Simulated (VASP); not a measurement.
# ZrC (P6_3/mmc) in VASP: notebook

Runs on ZrC. Level: r2SCAN. Tasks: single point, relaxation of cell and atoms.

All numbers are computed with VASP 6.6.1; they aren't measurements. Logs are shortened: lines on timing, memory, paths and dates and some standing lists are left out, and cuts for length are marked.

### 1 The cell of the first run

It takes space group P6_3/mmc (No. 194, hexagonal). The conventional cell has a = 3.353 Å, b = 3.353 Å, c = 5.358 Å, α = 90.00°, β = 90.00°, γ = 120.00°. Within 3.1 Å of Zr (site symmetry -6m2) lie 6 C at 2.35 Å. Within 3.1 Å of C (site symmetry -3m) lie 6 Zr at 2.35 Å and 2 C at 2.68 Å.

### 2 Single point, r2SCAN

POSCAR

```
ZrC
1.0
    3.3534270060      0.0000000000      0.0000000000
   -1.6767135030      2.9041529769      0.0000000000
    0.0000000000      0.0000000000      5.3583628129
Zr C
2 2
Direct
    0.3333333333      0.6666666667      0.2500000000
    0.6666666667      0.3333333333      0.7500000000
    0.0000000000      0.0000000000      0.0000000000
    0.0000000000      0.0000000000      0.5000000000
```

INCAR.step1

```
SYSTEM = ZrC
PREC     = Accurate       ! precision mode
ENCUT    = 520            ! plane-wave cutoff, eV
ISMEAR   = 0              ! smearing method
SIGMA    = 0.05           ! smearing width, eV
LREAL    = .False.        ! projectors in reciprocal space
LASPH    = .True.         ! aspherical terms in the spheres
NELM     = 100            ! most SCF steps
NBANDS   = 24             ! bands
GGA      = PE             ! functional
ALGO     = Normal         ! electronic algorithm
EDIFF    = 1E-4           ! SCF threshold, eV
LWAVE    = .True.         ! write WAVECAR
LCHARG   = .False.        ! write CHGCAR
```

INCAR.step2

```
SYSTEM = ZrC
PREC     = Accurate       ! precision mode
ENCUT    = 520            ! plane-wave cutoff, eV
EDIFF    = 1E-6           ! SCF threshold, eV
ISMEAR   = 0              ! smearing method
SIGMA    = 0.05           ! smearing width, eV
LREAL    = .False.        ! projectors in reciprocal space
LASPH    = .True.         ! aspherical terms in the spheres
NELM     = 100            ! most SCF steps
ALGO     = Normal         ! electronic algorithm
ISIF     = 2              ! what is computed and relaxed
LWAVE    = .False.        ! write WAVECAR
LCHARG   = .True.         ! write CHGCAR
METAGGA  = R2SCAN         ! meta-GGA
LMIXTAU  = .True.       
LELF     = .True.         ! ELF
LVHAR    = .True.       
NBANDS   = 24             ! bands
ISTART   = 1
```

KPOINTS

```
Automatic mesh
0
Gamma
  8 8 5
  0 0 0
```

Potentials or basis: VASP PAW PBE potentials, release 64 (Zr_sv, C).

The run is started by

```sh
> cat potpaw_PBE.64/Zr_sv/POTCAR potpaw_PBE.64/C/POTCAR > POTCAR
> cp INCAR.step1 INCAR
> mpirun -np 1 vasp_std > vasp.out
> cp INCAR.step2 INCAR
> mpirun -np 1 vasp_std > vasp.out
```

OUTCAR:

```text
SYSTEM = ZrC
   PREC = Accurate
   ENCUT = 520
   EDIFF = 1E-6
   ISMEAR = 0
   LREAL = .False.
   LASPH = .True.
   NELM = 100
   ISIF = 2
   METAGGA = R2SCAN
   ISTART = 1

 ion  position               nearest neighbor table
   1  0.333  0.667  0.250-   3 2.35   4 2.35   3 2.35   4 2.35   3 2.35   4 2.35   2 3.31   2 3.31
                             2 3.31   2 3.31   2 3.31   2 3.31
   2  0.667  0.333  0.750-   3 2.35   4 2.35   3 2.35   4 2.35   3 2.35   4 2.35   1 3.31   1 3.31
                             1 3.31   1 3.31   1 3.31   1 3.31
   3  0.000  0.000  0.000-   1 2.35   2 2.35   1 2.35   2 2.35   2 2.35   1 2.35
   4  0.000  0.000  0.500-   1 2.35   2 2.35   1 2.35   2 2.35   2 2.35   1 2.35

  LATTYP: Found a hexagonal cell.
 ALAT       =     3.3534270060
 C/A-ratio  =     1.5978766806

  Lattice vectors:

 A1 = (   3.3534270060,   0.0000000000,   0.0000000000)
 A2 = (  -1.6767135030,   2.9041529769,   0.0000000000)
 A3 = (   0.0000000000,   0.0000000000,   5.3583628129)

Analysis of symmetry for initial positions (statically):
=====================================================================
 Subroutine PRICEL returns:
 Original cell was already a primitive cell.

 Routine SETGRP: Setting up the symmetry group for a
 hexagonal supercell.

 Subroutine GETGRP returns: Found 24 space group operations
 (whereof 12 operations were pure point group operations)
 out of a pool of 24 trial point group operations.

The static configuration has the point symmetry D_3d.
 The point group associated with its full space group is D_6h.

Analysis of symmetry for dynamics (positions and initial velocities):
=====================================================================
 Subroutine PRICEL returns:
 Original cell was already a primitive cell.

 Routine SETGRP: Setting up the symmetry group for a
 hexagonal supercell.

 Subroutine GETGRP returns: Found 24 space group operations
 (whereof 12 operations were pure point group operations)
 out of a pool of 24 trial point group operations.

The dynamic configuration has the point symmetry D_3d.
 The point group associated with its full space group is D_6h.

 Subroutine INISYM returns: Found 24 space group operations
 (whereof 12 operations are pure point group operations),
[... 95 lines left out ...]
   LNONCOLLINEAR =      F non collinear calculations
   LSORBIT =      F    spin-orbit coupling
   LASPH  =      T    aspherical Exc in radial PAW
   ENCUT  =  520.0 eV  38.22 Ry    6.18 a.u.   6.24  6.24  9.96*2*pi/ulx,y,z
   NELM   =    100;   NELMIN=  2; NELMDL=  0     # of ELM steps
   EDIFF  = 0.1E-05   stopping-criterion for ELM
   LREAL  =      F    real-space projection
   EDIFFG = 0.1E-04   stopping-criterion for IOM
   NSW    =      0    number of steps for IOM
   IBRION =     -1    ionic relax: 0-MD 1-quasi-New 2-CG
   NFREE  =      0    steps in history (QN), initial steepest desc. (CG)
   ISIF   =      2    stress and relaxation
   ISYM   =      2    0-nonsym 1-usesym 2-fastsym
   POTIM  = 0.5000    time-step for ionic-motion
   TEBEG  =    0.0;   TEEND  =   0.0 temperature during run
   PSTRESS=    0.0 pullay stress
   NELECT =      32.0000    total number of electrons
   NUPDOWN=      -1.0000    fix difference up-down
   EMIN   =  10.00;   EMAX   =-10.00  energy-range for DOS
   EFERMI =   0.00;   METHOD = LEGACY
   ISMEAR =     0;   SIGMA  =   0.05  broadening in eV -4-tet -1-fermi 0-gaus
   EFERMI_NEDOS =   21; number of points for ismear=-14 and -15
   IALGO  =     38    algorithm
   IMIX   =      4    mixing-type and parameters
     AMIX     =   0.40;   BMIX     =  1.00
     AMIX_MAG =   1.60;   BMIX_MAG =  1.00
  volume/ion in A,a.u.               =      13.05        88.04
  Fermi-wavevector in a.u.,A,eV,Ry     =   1.390843  2.628312 26.319699  1.934443
  Thomas-Fermi vector in A             =   2.514739
   LORBIT       =      0    0 simple, 1 ext, 2 COOP (PROOUT), +10 PAW based schemes
   METAGGA = R2SCAN    functional components
   LHFCALC =     F    Hartree Fock is set to
   AEXX    =    0.0000 exact exchange contribution
   IVDW    =     0    specifies the selected vdW correction
   LEPSILON=     F    determine dielectric tensor
   LRPA    =     F    only Hartree local field effects (RPA)
 non-spin polarized calculation
 Gauss-broadening in eV      SIGMA  =   0.05
  energy-cutoff  :      520.00
  volume of cell :       52.18
 maximum number of plane-waves:      1430
 NGX is ok and might be reduce to    28
   NGX = 13   NGY = 13   NGZ = 19

 number of electron      32.0000000 magnetization

 Free energy of the ion-electron system (eV)
  ---------------------------------------------------
  ext. energy  EPLUGINS =         0.00000000
  ---------------------------------------------------
  free energy    TOTEN  =       -68.63870875 eV

  energy without entropy =      -68.63797586  energy(sigma->0) =      -68.63834230

 E-fermi :   9.9521     XC(G=0): -12.9390

 val. band max:        9.8881737947   @ k =   0.1250   0.1250   0.2000
 cond. band min:       9.9938513166   @ k =   0.2500   0.2500   0.2000
 fundamental gap:      0.1056775219
 Fermi energy:         9.9520754715

 k-point     1 :       0.0000    0.0000    0.0000
  band No.  band energies     occupation
      1     -40.1492      2.00000
      2     -40.0353      2.00000
      3     -18.0256      2.00000
      4     -17.2719      2.00000
      5     -17.2719      2.00000
      6     -17.1856      2.00000
[... 637 lines left out ...]
     23      16.6383      0.00000
     24      17.0389      0.00000

 [... further k-points ...]

------------------------ aborting loop because EDIFF is reached ----------------------------------------

  FORCE on cell =-STRESS in cart. coord.  units (eV):
  Direction    XX          YY          ZZ          XY          YZ          ZX
  --------------------------------------------------------------------------------------
  -------------------------------------------------------------------------------------
  Total        0.0619352      0.0619352      0.0649865      0.0000000      0.0000000      0.0000000
  in kB        1.9015489      1.9015489      1.9952304      0.0000000      0.0000000      0.0000000
  external PRESSURE =       1.9327760 kB  Pullay stress =       0.0000000 kB

 VOLUME and BASIS-vectors are now :
 -----------------------------------------------------------------------------
  energy-cutoff  :      520.00
  volume of cell :       52.18
      direct lattice vectors                 reciprocal lattice vectors
     3.353427006  0.000000000  0.000000000     0.298202406  0.172167239  0.000000000
    -1.676713503  2.904152977  0.000000000     0.000000000  0.344334478  0.000000000
     0.000000000  0.000000000  5.358362813     0.000000000  0.000000000  0.186624168

 POSITION                                       TOTAL-FORCE (eV/Angst)
 -----------------------------------------------------------------------------------
     -0.00000      1.93610      1.33959        -0.000000      0.000000      0.000000
      1.67671      0.96805      4.01877         0.000000     -0.000000      0.000000
      0.00000      0.00000      0.00000        -0.000000     -0.000000      0.000000
      0.00000      0.00000      2.67918        -0.000000     -0.000000      0.000000
 -----------------------------------------------------------------------------------
    total drift:                               -0.000000      0.000000     -0.000000

  FREE ENERGIE OF THE ION-ELECTRON SYSTEM (eV)
  ---------------------------------------------------
  free  energy   TOTEN  =       -68.6387087469 eV

  energy  without entropy=      -68.6379758581  energy(sigma->0) =      -68.63834230
```

OSZICAR.step1:

```text
N       E                     dE             d eps       ncg     rms          rms(c)
DAV:   1     0.256679589936E+03    0.25668E+03   -0.17100E+04  1440   0.135E+03
DAV:   2    -0.236509530330E+02   -0.28033E+03   -0.26511E+03  1736   0.374E+02
DAV:   3    -0.443260339279E+02   -0.20675E+02   -0.20423E+02  2568   0.823E+01
DAV:   4    -0.450699707827E+02   -0.74394E+00   -0.74343E+00  1712   0.149E+01
DAV:   5    -0.450939057701E+02   -0.23935E-01   -0.23933E-01  2296   0.201E+00    0.289E+01
DAV:   6    -0.387097233090E+02    0.63842E+01   -0.35705E+01  1712   0.295E+01    0.112E+01
DAV:   7    -0.382669026395E+02    0.44282E+00   -0.30958E+00  2040   0.874E+00    0.826E+00
DAV:   8    -0.382929158534E+02   -0.26013E-01   -0.65109E-01  1720   0.422E+00    0.205E+00
DAV:   9    -0.382392225680E+02    0.53693E-01   -0.23557E-01  1960   0.190E+00    0.562E-01
DAV:  10    -0.382409310878E+02   -0.17085E-02   -0.11043E-02  1840   0.672E-01    0.385E-01
DAV:  11    -0.382397245141E+02    0.12066E-02   -0.33236E-03  1584   0.281E-01    0.649E-02
DAV:  12    -0.382397160938E+02    0.84203E-05   -0.16030E-04  1336   0.893E-02
   1 F= -.38239716E+02 E0= -.38239488E+02  d E =-.456238E-03
```

It took 4 min on 1 thread of Intel Xeon 8259CL, shared host; peak memory 0.19 GiB.

What came out:

```yaml
Free_energy: -68.6387 eV
Pressure: 0.2 GPa
Band_gap_on_the_k_mesh: zero (bands 16 and 17 overlap by 1.09 eV)
```

Caveat: the PAW data sets were made with another functional, which shifts forces and pressure a little.

### 3 Relaxation of cell and atoms, r2SCAN

This run uses another cell than the first one, of 13.17 Å³/atom.

POSCAR

```
ZrC
1.0
    3.3914760000      0.0000000000      0.0000000000
   -1.6957380000      2.9371050000      0.0000000000
    0.0000000000      0.0000000000      5.2900530000
Zr C
2 2
Direct
    0.3333333333      0.6666666667      0.2500000000
    0.6666666667      0.3333333333      0.7500000000
    0.0000000000      0.0000000000      0.0000000000
    0.0000000000      0.0000000000      0.5000000000
```

INCAR.step1

```
  ALGO = Normal
  EDIFF = 1E-4
  ENCUT = 600
  GGA = PE
  ISMEAR = 0
  LASPH = True
  LCHARG = False
  LREAL = False
  LWAVE = True
  NELM = 80
  PREC = Accurate
  SIGMA = 0.05
```

INCAR.step2

```
  ALGO = Normal
  EDIFF = 1E-7
  EDIFFG = -0.005
  ENCUT = 600
  IBRION = 2
  ISIF = 3
  ISMEAR = 0
  ISTART = 1
  LASPH = True
  LCHARG = False
  LMIXTAU = True
  LREAL = False
  LWAVE = False
  METAGGA = R2SCAN
  NELM = 80
  NSW = 80
  PREC = Accurate
  SIGMA = 0.05
```

KPOINTS

```
k-points
0
Gamma
  8 8 5
```

Potentials or basis: VASP PAW PBE potentials, release 64 (Zr_sv, C).

The run is started by

```sh
> cat potpaw_PBE.64/Zr_sv/POTCAR potpaw_PBE.64/C/POTCAR > POTCAR
> cp INCAR.step1 INCAR
> mpirun -np 1 vasp_std > vasp.out
> cp INCAR.step2 INCAR
> mpirun -np 1 vasp_std > vasp.out
```

Run time: 26 min. Hardware: 1 thread of Intel Xeon 8259CL, shared host; peak memory 0.22 GiB.

The run converged. Its results:

```
Free energy                           : -68.6385 eV
Relaxed volume                        : 13.05 Å³/atom
Relaxed cell                          : a = 3.354 Å, b = 3.354 Å, c = 5.359 Å, α = 90.00°, β = 90.00°, γ = 120.00°
Space group after relaxing (to 0.1 Å) : P6_3/mmc (No. 194)
Energy gained by relaxing             : 4.6 meV/atom
Ionic steps                           : 7
Pressure after relaxing               : 0.0 GPa
Band gap on the k mesh                : zero (bands 16 and 17 overlap by 1.09 eV)
```

The path:
| step | energy change (eV) | largest force (eV/Å) | pressure (GPa) | volume (Å³) |
| --- | --- | --- | --- | --- |
| 1 | 0.0000 | 0.0000 | -2.14 | 52.69 |
| 2 | -0.0079 | 0.0000 | 3.83 | 51.36 |
| 3 | -0.0128 | 0.0000 | 1.57 | 51.85 |
| 4 | -0.0170 | 0.0000 | 0.19 | 52.16 |
| 5 | -0.0183 | 0.0000 | 0.63 | 52.06 |
| 6 | -0.0182 | 0.0000 | -0.72 | 52.37 |
| 7 | -0.0186 | 0.0000 | 0.02 | 52.20 |

Final structure:
```yaml
crystal:
  lattice:
    - [3.35367, 0.00000, 0.00000]
    - [-1.67683, 2.90436, 0.00000]
    - [0.00000, 0.00000, 5.35926]
  atoms:
    - { symbol: Zr, position: [0.33333, 0.66667, 0.25000] }
    - { symbol: Zr, position: [0.66667, 0.33333, 0.75000] }
    - { symbol: C, position: [0.00000, 0.00000, 0.00000] }
    - { symbol: C, position: [0.00000, 0.00000, 0.50000] }
```

Levels at points of the mesh, in eV from the Fermi level:
```tsv
k point	band 13	band 14	band 15	band 16	band 17	band 18	band 19	band 20
(0.00, 0.00, 0.00)	-2.91	-1.23	-1.23	1.03	1.39	1.39	1.92	1.92
(0.50, 0.00, 0.00)	-3.40	-3.21	-1.44	-0.84	1.31	4.34	4.50	4.63
```

Caveat: the PAW data sets were made with another functional, which shifts forces and pressure a little.

### 4 Relaxation of cell and atoms, r2SCAN, target pressure 2 GPa, at which the enthalpy is minimised

This run uses another cell than the first one, of 13.17 Å³/atom.

POSCAR is that of step 3.

INCAR.step1

```
SYSTEM = ZrC
PREC = Accurate
ENCUT = 600
ISMEAR = 0
SIGMA = 0.05
LREAL = .False.
LASPH = .True.
NELM = 80
GGA = PE
ALGO = Normal
EDIFF = 1E-4
LWAVE = .True.
LCHARG = .False.
```

INCAR.step2

```
SYSTEM = ZrC
PREC = Accurate
ENCUT = 600
EDIFF = 1E-7
ISMEAR = 0
SIGMA = 0.05
LREAL = .False.
LASPH = .True.
NELM = 80
ALGO = Normal
ISIF = 3
LWAVE = .False.
LCHARG = .False.
METAGGA = R2SCAN
LMIXTAU = .True.
IBRION = 2
NSW = 80
EDIFFG = -0.005
PSTRESS = 20.0
ISTART = 1
```

KPOINTS

```
Automatic mesh
0
Gamma
  8 8 5
  0 0 0
```

The run is started by

```sh
> cat potpaw_PBE.64/Zr_sv/POTCAR potpaw_PBE.64/C/POTCAR > POTCAR
> cp INCAR.step1 INCAR
> mpirun -np 1 vasp_std > vasp.out
> cp INCAR.step2 INCAR
> mpirun -np 1 vasp_std > vasp.out
```

Wall time 24 min (1 thread of Intel Xeon 8259CL, shared host); peak memory 0.22 GiB.

Results (log left out):

```yaml
Free_energy: -68.6357 eV
Relaxed_volume: 12.94 Å³/atom
Relaxed_cell: a = 3.344 Å, b = 3.344 Å, c = 5.344 Å, α = 90.00°, β = 90.00°, γ = 120.00°
Space_group_after_relaxing_to_0.1_Å: P6_3/mmc (No. 194)
Energy_change_on_relaxing_the_run_minimises_the_enthalpy: -3.9 meV/atom
Ionic_steps: 7
Pressure_after_relaxing: 2.0 GPa
Band_gap_on_the_k_mesh: zero (bands 16 and 17 overlap by 1.10 eV)
```

Step by step:
```csv
step,energy change (eV),largest force (eV/Å),pressure (GPa),volume (Å³)
1,0.0000,0.0000,-2.14,52.69
2,0.0441,0.0000,9.94,50.13
3,-0.0058,0.0000,2.96,51.54
4,-0.0145,0.0000,2.44,51.66
5,-0.0144,0.0000,2.45,51.66
6,-0.0172,0.0000,1.38,51.89
7,-0.0158,0.0000,2.00,51.75
```

Final structure:
```
Zr C
1.0
     3.34419    0.00000    0.00000
    -1.67210    2.89616    0.00000
     0.00000    0.00000    5.34352
Zr C
2 2
Direct
  0.33333 0.66667 0.25000
  0.66667 0.33333 0.75000
  0.00000 0.00000 0.00000
  0.00000 0.00000 0.50000
```

Levels at points of the mesh, in eV from the Fermi level:
| k point | band 12 | band 13 | band 14 | band 15 | band 16 | band 17 | band 18 | band 19 | band 20 |
| --- | --- | --- | --- | --- | --- | --- | --- | --- | --- |
| (0.00, 0.00, 0.00) | -2.92 | -2.92 | -1.24 | -1.24 | 1.04 | 1.41 | 1.41 | 1.94 | 1.94 |
| (0.50, 0.00, 0.00) | -3.64 | -3.42 | -3.22 | -1.45 | -0.83 | 1.33 | 4.39 | 4.55 | 4.69 |

Caveat: the cell is relaxed towards a set pressure, so the run minimises the enthalpy, not the energy; the PAW data sets were made with another functional, which shifts forces and pressure a little.

### 5 Relaxation of cell and atoms, r2SCAN, target pressure 4 GPa, at which the enthalpy is minimised

This run uses another cell than the first one, of 13.17 Å³/atom.

POSCAR is that of step 4.

INCAR.step1

```
  PREC = Accurate
  ENCUT = 600
  ISMEAR = 0
  SIGMA = 0.05
  LREAL = F
  LASPH = T
  NELM = 100
  GGA = PE
  ALGO = Normal
  EDIFF = 1E-4
  LWAVE = T
  LCHARG = F
```

INCAR.step2

```
  PREC = Accurate
  ENCUT = 600
  EDIFF = 1E-6
  ISMEAR = 0
  SIGMA = 0.05
  LREAL = F
  LASPH = T
  NELM = 100
  ALGO = Normal
  ISIF = 3
  LWAVE = F
  LCHARG = F
  METAGGA = R2SCAN
  LMIXTAU = T
  IBRION = 2
  NSW = 80
  EDIFFG = -0.005
  PSTRESS = 40.0
  ISTART = 1
```

KPOINTS

```
regular mesh
0
Gamma
  8 8 5
```

The run is started by

```sh
> cat potpaw_PBE.64/Zr_sv/POTCAR potpaw_PBE.64/C/POTCAR > POTCAR
> cp INCAR.step1 INCAR
> mpirun -np 1 vasp_std > vasp.out
> cp INCAR.step2 INCAR
> mpirun -np 1 vasp_std > vasp.out
```

It took 15 min on 1 thread of Intel Xeon 8259CL, shared host; peak memory 0.22 GiB.

It converged, with:

| Property | Result |
| --- | --- |
| Free energy | -68.6276 eV |
| Relaxed volume | 12.83 Å³/atom |
| Relaxed cell | a = 3.335 Å, b = 3.335 Å, c = 5.329 Å, α = 90.00°, β = 90.00°, γ = 120.00° |
| Space group after relaxing (to 0.1 Å) | P6_3/mmc (No. 194) |
| Energy change on relaxing (the run minimises the enthalpy) | -1.9 meV/atom |
| Ionic steps | 8 |
| Pressure after relaxing | 4.0 GPa |
| Band gap on the k mesh | zero (bands 16 and 17 overlap by 1.11 eV) |

The path:
| step | energy change (eV) | largest force (eV/Å) | pressure (GPa) | volume (Å³) |
| --- | --- | --- | --- | --- |
| 1 | 0.0000 | 0.0000 | -2.14 | 52.69 |
| 2 | 0.1436 | 0.0000 | 16.71 | 48.93 |
| 3 | 0.0033 | 0.0000 | 4.61 | 51.19 |
| 4 | -0.0060 | 0.0000 | 4.29 | 51.26 |
| 5 | -0.0063 | 0.0000 | 4.26 | 51.27 |
| 6 | -0.0063 | 0.0000 | 4.26 | 51.27 |
| 7 | -0.0097 | 0.0000 | 3.61 | 51.40 |
| 8 | -0.0077 | 0.0000 | 3.99 | 51.32 |

Final structure:
```
Zr C
1.0
     3.33479    0.00000    0.00000
    -1.66740    2.88802    0.00000
     0.00000    0.00000    5.32892
Zr C
2 2
Direct
  0.33333 0.66667 0.25000
  0.66667 0.33333 0.75000
  0.00000 0.00000 0.00000
  0.00000 0.00000 0.50000
```

Levels at points of the mesh, in eV from the Fermi level:
```tsv
k point	band 13	band 14	band 15	band 16	band 17	band 18	band 19	band 20
(0.00, 0.00, 0.00)	-2.94	-1.24	-1.24	1.04	1.42	1.42	1.96	1.96
(0.50, 0.00, 0.00)	-3.44	-3.22	-1.45	-0.81	1.35	4.44	4.60	4.74
```

Caveat: the cell is relaxed towards a set pressure, so the run minimises the enthalpy, not the energy; the PAW data sets were made with another functional, which shifts forces and pressure a little.

### 6 Overview

```csv
task,cell,cutoff (eV),gap on the mesh (eV),pressure (GPa)
single point,"a = 3.353, b = 3.353, c = 5.358 Å, angles 90.0, 90.0, 120.0°, 4 atoms",520,none,0.2
relaxation of cell and atoms,"relaxed from a = 3.391, b = 3.391, c = 5.290 Å, angles 90.0, 90.0, 120.0°, 4 atoms",600,none,0.0
relaxation of cell and atoms,"relaxed to 2 GPa from a = 3.391, b = 3.391, c = 5.290 Å, angles 90.0, 90.0, 120.0°, 4 atoms",600,none,2.0
relaxation of cell and atoms,"relaxed to 4 GPa from a = 3.391, b = 3.391, c = 5.290 Å, angles 90.0, 90.0, 120.0°, 4 atoms",600,none,4.0
```

Alike in all rows: level r2SCAN; potentials or basis VASP PAW PBE potentials, release 64 (Zr_sv, C); no spin polarisation; k mesh 8 × 8 × 5; smearing gaussian 0.05 eV.

Caveats: the PAW data sets were made with another functional, which shifts forces and pressure a little; the cell is relaxed towards a set pressure, so the run minimises the enthalpy, not the energy (at least some runs).

Absolute energies hang on the potentials; compare differences alone.
